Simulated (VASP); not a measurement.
Write the native input for VASP 6.6.1 that does the following.

| Property | Result |
| --- | --- |
| Task | single point |
| Functional | PBE |
| Potentials or basis | VASP PAW PBE potentials, release 64 (Nb_sv, C) |
| Cutoff | 520 eV |
| k mesh | 4 × 4 × 4 |
| Occupations | gaussian, width 0.1 eV |
| Spin | no spin polarisation |
| Dipole correction | no |
| Further INCAR settings | ALGO = Normal; EDIFF = 1e-07; NBANDS = 22 |

The structure of NbC4 lies in POSCAR:

```
NbC4
1.0
    4.1582491300      0.0000000000      0.0000000000
    0.0000000000      4.1582491300      0.0000000000
    0.0000000000      0.0000000000      4.1582491300
Nb C
1 4
Direct
    0.5000000000      0.5000000000      0.5000000000
    0.0000000000      0.5000000000      0.5000000000
    0.5000000000      0.0000000000      0.5000000000
    0.5000000000      0.5000000000      0.0000000000
    0.0000000000      0.0000000000      0.0000000000
```

One way to write it, as run:

INCAR

```
PREC     = Accurate       # precision mode
ENCUT    = 520            # plane-wave cutoff, eV
EDIFF    = 1E-7           # SCF threshold, eV
ISMEAR   = 0              # smearing method
SIGMA    = 0.1            # smearing width, eV
LREAL    = F              # projectors in reciprocal space
LASPH    = T              # aspherical terms in the spheres
NELM     = 80             # most SCF steps
ALGO     = Normal         # electronic algorithm
ISIF     = 2              # what is computed and relaxed
LWAVE    = F              # write WAVECAR
LCHARG   = T              # write CHGCAR
GGA      = PE             # functional
LELF     = T              # ELF
LVHAR    = T            
NBANDS   = 22             # bands
```

KPOINTS

```
regular mesh
0
Gamma
  4 4 4
```

Potentials or basis: VASP PAW PBE potentials, release 64 (Nb_sv, C).

Run with:

```sh
$ cat potpaw_PBE.64/Nb_sv/POTCAR potpaw_PBE.64/C/POTCAR > POTCAR
$ mpirun -np 1 vasp_std > vasp.out
```

It gave:

```
Pressure : -0.3 GPa
```

Caveat: the k points lie up to 0.38 Å⁻¹ apart.

It took 8.4 s on 1 thread of Intel(R) Xeon(R) 6975P-C (Granite Rapids), on a shared host, peak memory 0.17 GiB.
